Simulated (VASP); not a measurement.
# TiH (I4/mmm) in VASP: a series of runs

Runs on TiH. Level: PBEsol. Tasks: single point.

Program: VASP 6.6.1. These are calculated values, not measurements. Logs are shortened: lines on timing, memory, paths and dates and some standing lists are left out, and cuts for length are marked.

### Step 1. The cell of the first run

It takes space group I4/mmm (No. 139, tetragonal). Conventional cell: a = 2.842 Å, b = 2.842 Å, c = 4.385 Å, α = 90.00°, β = 90.00°, γ = 90.00°. Within 2.7 Å of Ti (site symmetry 4/mmm) lie 6 H at 2.01 to 2.19 Å. Within 2.7 Å of H (site symmetry 4/mmm) lie 6 Ti at 2.01 to 2.19 Å.

### Step 2. Single point, PBEsol (biaxial strain in the a-b plane: -3.0 %, then relaxed in part)

File INCAR:

```
PREC = Accurate
ENCUT = 520
EDIFF = 1E-6
ISMEAR = 0
SIGMA = 0.1
LREAL = F
LASPH = T
NELM = 60
ALGO = Normal
ISIF = 2
LWAVE = F
LCHARG = F
GGA = PS
NBANDS = 21
```

File KPOINTS:

```
regular mesh
0
Gamma
  14 14 10
```

File POSCAR:

```
TiH
1.0
    2.0096899388      2.0096899388      0.0000000000
   -2.0096899388      2.0096899388      0.0000000000
    0.0000000000      0.0000000000      4.3849854499
Ti H
2 2
Direct
    0.0000000000      0.0000000000      0.0000000000
    0.5000000000      0.5000000000      0.5000000000
    0.5000000000      0.5000000000      0.0000000000
    0.0000000000      0.0000000000      0.5000000000
```

Potentials or basis: VASP PAW PBE potentials, release 64 (Ti_sv, H).

Launch:

```sh
$ cat potpaw_PBE.64/Ti_sv/POTCAR potpaw_PBE.64/H/POTCAR > POTCAR
$ mpirun -np 1 vasp_std > vasp.out
```

OUTCAR:

```text
PREC = Accurate
   ENCUT = 520
   EDIFF = 1E-6
   ISMEAR = 0
   LREAL = F
   LASPH = T
   NELM = 60
   ISIF = 2
   GGA = PS

 ion  position               nearest neighbor table
   1  0.000  0.000  0.000-
   2  0.500  0.500  0.500-
   3  0.500  0.500  0.000-
   4  0.000  0.000  0.500-

  LATTYP: Found a simple tetragonal cell.
 ALAT       =     2.8421307676
 C/A-ratio  =     1.5428514057

  Lattice vectors:

 A1 = (   2.0096899388,   2.0096899388,   0.0000000000)
 A2 = (  -2.0096899388,   2.0096899388,   0.0000000000)
 A3 = (   0.0000000000,   0.0000000000,   4.3849854499)

Analysis of symmetry for initial positions (statically):
=====================================================================
 Subroutine PRICEL returns following result:

  LATTYP: Found a body centered tetragonal cell.
 ALAT       =     2.8421307676
 C/A-ratio  =     1.5428514057

  Lattice vectors:

 A1 = (   2.0096899388,   0.0000000000,  -2.1924927250)
 A2 = (  -2.0096899388,   0.0000000000,  -2.1924927250)
 A3 = (   0.0000000000,   2.0096899388,   2.1924927250)

   2 primitive cells build up your supercell.

 Routine SETGRP: Setting up the symmetry group for a
 simple tetragonal supercell.

 Subroutine GETGRP returns: Found 16 space group operations
 (whereof 16 operations were pure point group operations)
 out of a pool of 16 trial point group operations.

The static configuration has the point symmetry D_4h.

Analysis of symmetry for dynamics (positions and initial velocities):
=====================================================================
 Subroutine PRICEL returns following result:

  LATTYP: Found a body centered tetragonal cell.
 ALAT       =     2.8421307676
 C/A-ratio  =     1.5428514057

  Lattice vectors:

 A1 = (   2.0096899388,   0.0000000000,  -2.1924927250)
 A2 = (  -2.0096899388,   0.0000000000,  -2.1924927250)
 A3 = (   0.0000000000,   2.0096899388,   2.1924927250)

   2 primitive cells build up your supercell.

 Routine SETGRP: Setting up the symmetry group for a
 simple tetragonal supercell.

 Subroutine GETGRP returns: Found 16 space group operations
 (whereof 16 operations were pure point group operations)
[... 90 lines left out ...]
   NGX,Y,Z   is equivalent  to a cutoff of  14.04, 14.04, 13.65 a.u.
   NGXF,Y,Z  is equivalent  to a cutoff of  28.08, 28.08, 27.30 a.u.
 SYSTEM =  unknown system
   PREC   = accura    normal or accurate (medium, high low for compatibility)
   ISTART =      0    job   : 0-new  1-cont  2-samecut
   ICHARG =      2    charge: 1-file 2-atom 10-const
   ISPIN  =      1    spin polarized calculation?
   LNONCOLLINEAR =      F non collinear calculations
   LSORBIT =      F    spin-orbit coupling
   LASPH  =      T    aspherical Exc in radial PAW
   ENCUT  =  520.0 eV  38.22 Ry    6.18 a.u.   5.28  5.28  8.15*2*pi/ulx,y,z
   NELM   =     60;   NELMIN=  2; NELMDL= -5     # of ELM steps
   EDIFF  = 0.1E-05   stopping-criterion for ELM
   LREAL  =      F    real-space projection
   EDIFFG = 0.1E-04   stopping-criterion for IOM
   NSW    =      0    number of steps for IOM
   IBRION =     -1    ionic relax: 0-MD 1-quasi-New 2-CG
   NFREE  =      0    steps in history (QN), initial steepest desc. (CG)
   ISIF   =      2    stress and relaxation
   ISYM   =      2    0-nonsym 1-usesym 2-fastsym
   POTIM  = 0.5000    time-step for ionic-motion
   TEBEG  =    0.0;   TEEND  =   0.0 temperature during run
   PSTRESS=    0.0 pullay stress
   NELECT =      26.0000    total number of electrons
   NUPDOWN=      -1.0000    fix difference up-down
   EMIN   =  10.00;   EMAX   =-10.00  energy-range for DOS
   EFERMI =   0.00;   METHOD = LEGACY
   ISMEAR =     0;   SIGMA  =   0.10  broadening in eV -4-tet -1-fermi 0-gaus
   EFERMI_NEDOS =   21; number of points for ismear=-14 and -15
   IALGO  =     38    algorithm
   IMIX   =      4    mixing-type and parameters
     AMIX     =   0.40;   BMIX     =  1.00
     AMIX_MAG =   1.60;   BMIX_MAG =  1.00
  volume/ion in A,a.u.               =       8.86        59.76
  Fermi-wavevector in a.u.,A,eV,Ry     =   1.476773  2.790697 29.672397  2.180860
  Thomas-Fermi vector in A             =   2.591259
   LORBIT       =      0    0 simple, 1 ext, 2 COOP (PROOUT), +10 PAW based schemes
   GGA     = PS    functional components
   LHFCALC =     F    Hartree Fock is set to
   AEXX    =    0.0000 exact exchange contribution
   IVDW    =     0    specifies the selected vdW correction
   LEPSILON=     F    determine dielectric tensor
   LRPA    =     F    only Hartree local field effects (RPA)
 non-spin polarized calculation
 Gauss-broadening in eV      SIGMA  =   0.10
  energy-cutoff  :      520.00
  volume of cell :       35.42
 maximum number of plane-waves:       976
 NGX is ok and might be reduce to    24
   NGX = 11   NGY = 11   NGZ = 17

 number of electron      25.9999999 magnetization

 Free energy of the ion-electron system (eV)
  ---------------------------------------------------
  ext. energy  EPLUGINS =         0.00000000
  ---------------------------------------------------
  free energy    TOTEN  =       -24.85767641 eV

  energy without entropy =      -24.83768412  energy(sigma->0) =      -24.84768027

 E-fermi :   8.9745     XC(G=0): -12.1962

 val. band max:        8.9706376166   @ k =   0.3571   0.1429   0.0000
 cond. band min:       8.9745406150   @ k =   0.0714   0.0000   0.2000
 fundamental gap:      0.0039029983
 Fermi energy:         8.9745114929

 k-point     1 :       0.0000    0.0000    0.0000
  band No.  band energies     occupation
      1     -47.4391      2.00000
      2     -47.3050      2.00000
      3     -24.0273      2.00000
      4     -23.6232      2.00000
      5     -23.6232      2.00000
      6     -23.4462      2.00000
[... 565 lines left out ...]
     20      14.3206      0.00000
     21      16.2271      0.00000

 [... further k-points ...]
[... 5 lines left out ...]
  --------------------------------------------------------------------------------------
  -------------------------------------------------------------------------------------
  Total        0.1750678      0.1750678     -0.0241784      0.0000000      0.0000000      0.0000000
  in kB        7.9188229      7.9188229     -1.0936580      0.0000000      0.0000000      0.0000000
  external PRESSURE =       4.9146626 kB  Pullay stress =       0.0000000 kB

 VOLUME and BASIS-vectors are now :
 -----------------------------------------------------------------------------
  energy-cutoff  :      520.00
  volume of cell :       35.42
      direct lattice vectors                 reciprocal lattice vectors
     2.009689939  2.009689939  0.000000000     0.248794598  0.248794598  0.000000000
    -2.009689939  2.009689939  0.000000000    -0.248794598  0.248794598  0.000000000
     0.000000000  0.000000000  4.384985450     0.000000000  0.000000000  0.228050928

 POSITION                                       TOTAL-FORCE (eV/Angst)
 -----------------------------------------------------------------------------------
      0.00000      0.00000      0.00000         0.000000      0.000000     -0.000000
      0.00000      2.00969      2.19249        -0.000000     -0.000000      0.000000
      0.00000      2.00969      0.00000        -0.000000      0.000000     -0.000000
      0.00000      0.00000      2.19249        -0.000000      0.000000     -0.000000
 -----------------------------------------------------------------------------------
    total drift:                               -0.000000      0.000000     -0.000000

  FREE ENERGIE OF THE ION-ELECTRON SYSTEM (eV)
  ---------------------------------------------------
  free  energy   TOTEN  =       -24.8576764146 eV

  energy  without entropy=      -24.8376841238  energy(sigma->0) =      -24.84768027
```

OSZICAR:

```text
N       E                     dE             d eps       ncg     rms          rms(c)
DAV:   1     0.271772178854E+03    0.27177E+03   -0.13322E+04  9088   0.152E+03
DAV:   2    -0.243684846019E+01   -0.27421E+03   -0.26803E+03  9302   0.434E+02
DAV:   3    -0.269353374270E+02   -0.24498E+02   -0.24055E+02 16196   0.117E+02
DAV:   4    -0.280100360467E+02   -0.10747E+01   -0.10657E+01 11191   0.213E+01
DAV:   5    -0.280506353210E+02   -0.40599E-01   -0.40582E-01 13145   0.348E+00    0.164E+01
DAV:   6    -0.249005554308E+02    0.31501E+01   -0.95429E+00 10980   0.320E+01    0.370E+00
DAV:   7    -0.248475952643E+02    0.52960E-01   -0.81681E-01 13439   0.558E+00    0.191E+00
DAV:   8    -0.248556891206E+02   -0.80939E-02   -0.12361E-01 11151   0.341E+00    0.630E-01
DAV:   9    -0.248577605987E+02   -0.20715E-02   -0.13314E-02 12939   0.999E-01    0.169E-01
DAV:  10    -0.248576870795E+02    0.73519E-04   -0.13765E-03 11045   0.314E-01    0.586E-02
DAV:  11    -0.248576894932E+02   -0.24137E-05   -0.90161E-05 11534   0.765E-02    0.255E-02
DAV:  12    -0.248576763251E+02    0.13168E-04   -0.17489E-05 10052   0.397E-02    0.444E-03
DAV:  13    -0.248576764146E+02   -0.89585E-07   -0.68878E-07  6757   0.806E-03
   1 F= -.24857676E+02 E0= -.24847680E+02  d E =-.199923E-01
```

Wall time 1.8 min (1 thread of AMD EPYC 7R13 (Zen 3), shared host); peak memory 0.23 GiB.

Results:

| Property | Result |
| --- | --- |
| Free energy | -24.8577 eV |
| Pressure | 0.5 GPa |
| Band gap on the k mesh | zero (bands 13 and 14 overlap by 3.33 eV) |

Caveat: the cell differs from its parent crystal (biaxial strain in the a-b plane: -3.0 %, then relaxed in part); the PAW data sets were made with another functional, which shifts forces and pressure a little.

### Step 3. Single point, PBEsol (biaxial strain in the a-b plane: +3.0 %, then relaxed in part)

File INCAR:

```
SYSTEM = TiH
PREC = Accurate
ENCUT = 520
EDIFF = 1E-7
ISMEAR = 0
SIGMA = 0.1
LREAL = .False.
LASPH = .True.
NELM = 80
ALGO = Normal
ISIF = 2
LWAVE = .False.
LCHARG = .False.
GGA = PS
NBANDS = 21
```

File KPOINTS:

```
Automatic mesh
0
Gamma
  14 14 10
  0 0 0
```

File POSCAR:

```
TiH
1.0
    2.1340006567      2.1340006567      0.0000000000
   -2.1340006567      2.1340006567      0.0000000000
    0.0000000000      0.0000000000      3.9114889052
Ti H
2 2
Direct
    0.0000000000      0.0000000000      0.0000000000
    0.5000000000      0.5000000000      0.5000000000
    0.5000000000      0.5000000000      0.0000000000
    0.0000000000      0.0000000000      0.5000000000
```

Potentials or basis: VASP PAW PBE potentials, release 64 (Ti_sv, H).

Launch:

```sh
$ cat potpaw_PBE.64/Ti_sv/POTCAR potpaw_PBE.64/H/POTCAR > POTCAR
$ mpirun -np 1 vasp_std > vasp.out
```

Run time: 100 s. Hardware: 1 thread of AMD EPYC 7R13 (Zen 3), shared host; peak memory 0.22 GiB.

The run converged. Its results:

```yaml
Free_energy: -24.8642 eV
Pressure: -0.4 GPa
Band_gap_on_the_k_mesh: zero (bands 13 and 14 overlap by 2.15 eV)
```

Stress tensor (GPa, compression positive):
```
-0.52  0.00  0.00
 0.00 -0.52  0.00
 0.00  0.00 -0.05
```

Levels at points of the mesh, in eV from the Fermi level:
```csv
k point,band 11,band 12,band 13,band 14,band 15,band 16
"(0.00, 0.00, 0.00)",-1.99,0.53,0.53,1.24,1.89,2.41
"(0.50, 0.00, 0.00)",-1.21,-1.21,-0.31,-0.31,1.09,1.09
"(0.50, 0.50, 0.00)",-1.78,-1.78,1.26,1.26,3.24,3.24
"(0.00, 0.00, 0.50)",-0.60,-0.60,0.92,0.92,1.56,1.56
"(0.50, 0.00, 0.50)",-3.14,-3.14,-0.04,-0.04,0.69,0.69
"(0.50, 0.50, 0.50)",-0.89,-0.89,-0.89,-0.89,1.66,1.66
```

Caveat: the cell differs from its parent crystal (biaxial strain in the a-b plane: +3.0 %, then relaxed in part); the PAW data sets were made with another functional, which shifts forces and pressure a little.
